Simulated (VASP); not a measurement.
A run of VASP 6.6.1 is set up as follows.

Contents of INCAR:

```
SYSTEM = Tl
PREC = Accurate
ENCUT = 520
EDIFF = 1E-6
ISMEAR = 1
SIGMA = 0.1
LREAL = .FALSE.
LASPH = .TRUE.
NELM = 80
ALGO = Normal
ISIF = 2
LWAVE = .FALSE.
LCHARG = .FALSE.
GGA = CA
NBANDS = 20
```

Contents of KPOINTS:

```
Automatic mesh
0
G
  18 18 10
  0 0 0
```

The input POSCAR:

```
Tl
1.0
    3.4070116139      0.0000000000      0.0000000000
   -1.7035058070      2.9505586086      0.0000000000
    0.0000000000      0.0000000000      5.4290825915
Tl
2
Direct
    0.0000000000      0.0000000000      0.0000000000
    0.3333333333      0.6666666667      0.5000000000
```

Potentials or basis: VASP PAW LDA potentials, release 64 (Tl_d).

Command:

```console
$ cat potpaw_LDA.64/Tl_d/POTCAR > POTCAR
$ mpirun -np 1 vasp_std > vasp.out
```

Estimate the band gap on the k mesh.

zero (bands 13 and 14 overlap by 6.16 eV).

Estimate the pressure.

0.1 GPa.

Caveat: spin-orbit coupling is left out, which moves the levels of the heavy elements.
